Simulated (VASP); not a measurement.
Set up this calculation in VASP 6.6.1, as the native input.

```yaml
Task: single point
Functional: PBEsol
Potentials_or_basis: VASP PAW PBE potentials, release 64 (Cu)
Cutoff: 600 eV
k_mesh: 14 × 14 × 14
Occupations: fermi-dirac, width 0.1 eV
Spin: no spin polarisation
Dipole_correction: no
Further_INCAR_settings: ALGO = Normal; EDIFF = 1e-06; NBANDS = 18
```

The structure of Cu lies in POSCAR:

```
Cu
1.0
    0.0000000000      2.6159309447      2.6159309447
    2.6159309447      0.0000000000      2.6159309447
    2.6159309447      2.6159309447      0.0000000000
Cu
2
Direct
   -0.1250000000     -0.1250000000     -0.1250000000
    0.1250000000      0.1250000000      0.1250000000
```

These files were run (other wordings do the same):

INCAR

```
ALGO = Normal ; EDIFF = 1E-6
ENCUT = 600 ; GGA = PS
GGA_COMPAT = F ; ISIF = 2
ISMEAR = -1 ; LASPH = T
LCHARG = F ; LREAL = F
LWAVE = F ; NBANDS = 18
NELM = 120 ; PREC = Accurate
SIGMA = 0.1
```

KPOINTS

```
k-points
0
Gamma
  14 14 14
```

Potentials or basis: VASP PAW PBE potentials, release 64 (Cu).

Run with:

```bash
$ cat potpaw_PBE.64/Cu/POTCAR > POTCAR
$ mpirun -np 1 vasp_std > vasp.out
```

Results of the run:

The pressure is 0.1 GPa. The band gap on the k mesh is zero (band 11 reaches 3.75 eV, above the bottom of band 12 at 2.78 eV).

Caveat: the PAW data sets were made with another functional, which shifts forces and pressure a little.

Run time: 84 s on 1 thread of Intel(R) Xeon(R) Platinum 8488C (Sapphire Rapids) (shared host), peak memory 0.21 GiB.
